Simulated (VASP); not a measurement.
Input of a VASP 6.6.1 run:

Contents of POSCAR:

```
SiC
1.0
    0.0000000000      2.1790000000      2.1790000000
    2.1790000000      0.0000000000      2.1790000000
    2.1790000000      2.1790000000      0.0000000000
Si C
1 1
Direct
    0.0000000000      0.0000000000      0.0000000000
    0.7500000000      0.7500000000      0.7500000000
```

INCAR.step1

```
SYSTEM = SiC
  ALGO = Normal
  EDIFF = 1E-6
  EFERMI = MIDGAP
  ENCUT = 460
  GGA = PE
  GGA_COMPAT = .False.
  ISMEAR = 0
  KPAR = 2
  LASPH = .True.
  LCHARG = .False.
  LREAL = .False.
  LWAVE = .True.
  NBANDS = 16
  NELM = 120
  PREC = Accurate
  SIGMA = 0.03
```

The input INCAR.step2:

```
SYSTEM = SiC
  ALGO = Normal
  EDIFF = 1E-6
  EFERMI = MIDGAP
  ENCUT = 460
  GGA = PE
  GGA_COMPAT = .False.
  HFSCREEN = 0.2
  ISMEAR = 0
  ISTART = 1
  KPAR = 2
  LASPH = .True.
  LCHARG = .False.
  LHFCALC = .True.
  LREAL = .False.
  LWAVE = .False.
  NBANDS = 16
  NELM = 120
  PREC = Accurate
  PRECFOCK = Fast
  SIGMA = 0.03
```

File KPOINTS:

```
Automatic mesh
0
Gamma
  6 6 6
  0 0 0
```

File KPOINTS_OPT:

```
path GXWKGLUWLK,UX
6
line-mode
reciprocal
 0.0000000000  0.0000000000  0.0000000000  G
 0.5000000000  0.0000000000  0.5000000000  X

 0.5000000000  0.0000000000  0.5000000000  X
 0.5000000000  0.2500000000  0.7500000000  W

 0.5000000000  0.2500000000  0.7500000000  W
 0.3750000000  0.3750000000  0.7500000000  K

 0.3750000000  0.3750000000  0.7500000000  K
 0.0000000000  0.0000000000  0.0000000000  G

 0.0000000000  0.0000000000  0.0000000000  G
 0.5000000000  0.5000000000  0.5000000000  L

 0.5000000000  0.5000000000  0.5000000000  L
 0.6250000000  0.2500000000  0.6250000000  U

 0.6250000000  0.2500000000  0.6250000000  U
 0.5000000000  0.2500000000  0.7500000000  W

 0.5000000000  0.2500000000  0.7500000000  W
 0.5000000000  0.5000000000  0.5000000000  L

 0.5000000000  0.5000000000  0.5000000000  L
 0.3750000000  0.3750000000  0.7500000000  K

 0.6250000000  0.2500000000  0.6250000000  U
 0.5000000000  0.0000000000  0.5000000000  X
```

Potentials or basis: VASP PAW PBE potentials, release 64 (Si, C).

Launch:

```console
$ cat potpaw_PBE.64/Si/POTCAR potpaw_PBE.64/C/POTCAR > POTCAR
$ cp INCAR.step1 INCAR
$ mpirun -np 2 vasp_std > vasp.out
$ cp INCAR.step2 INCAR
$ mpirun -np 2 vasp_std > vasp.out
```

Q: Estimate the band gap on the k mesh.

A: 2.25 eV (least direct gap 5.75 eV).

Q: Estimate the band gap along the path.

A: 2.25 eV (least direct gap 5.75 eV).

Levels at the corners of the path, in eV from the valence-band top:
```
point  band 1  band 2  band 3  band 4  band 5  band 6  band 7  band 8
    Γ  -16.99    0.00    0.00    0.00    7.56    8.61    8.61    8.61
    X  -11.58   -8.54   -3.50   -3.50    2.25    5.39   15.96   15.96
    X  -11.58   -8.54   -3.50   -3.50    2.25    5.39   15.96   15.96
    W  -11.34   -7.69   -5.45   -5.06    6.36   10.93   11.06   11.07
    W  -11.34   -7.69   -5.45   -5.06    6.36   10.93   11.06   11.07
    K  -11.58   -7.96   -6.03   -2.85    4.11    9.10   13.55   14.22
    K  -11.58   -7.96   -6.03   -2.85    4.11    9.10   13.55   14.22
    Γ  -16.99    0.00    0.00    0.00    7.56    8.61    8.61    8.61
    Γ  -16.99    0.00    0.00    0.00    7.56    8.61    8.61    8.61
    L  -13.14   -9.36   -1.16   -1.16    6.66    8.50    8.50   11.58
    L  -13.14   -9.36   -1.16   -1.16    6.66    8.50    8.50   11.58
    U  -11.58   -7.96   -6.03   -2.85    4.11    9.10   13.55   14.22
    U  -11.58   -7.96   -6.03   -2.85    4.11    9.10   13.55   14.22
    W  -11.34   -7.69   -5.45   -5.06    6.36   10.93   11.06   11.07
    W  -11.34   -7.69   -5.45   -5.06    6.36   10.93   11.06   11.07
    L  -13.14   -9.36   -1.16   -1.16    6.66    8.50    8.50   11.58
    L  -13.14   -9.36   -1.16   -1.16    6.66    8.50    8.50   11.58
    K  -11.58   -7.96   -6.03   -2.85    4.11    9.10   13.55   14.22
    U  -11.58   -7.96   -6.03   -2.85    4.11    9.10   13.55   14.22
    X  -11.58   -8.54   -3.50   -3.50    2.25    5.39   15.96   15.96
```
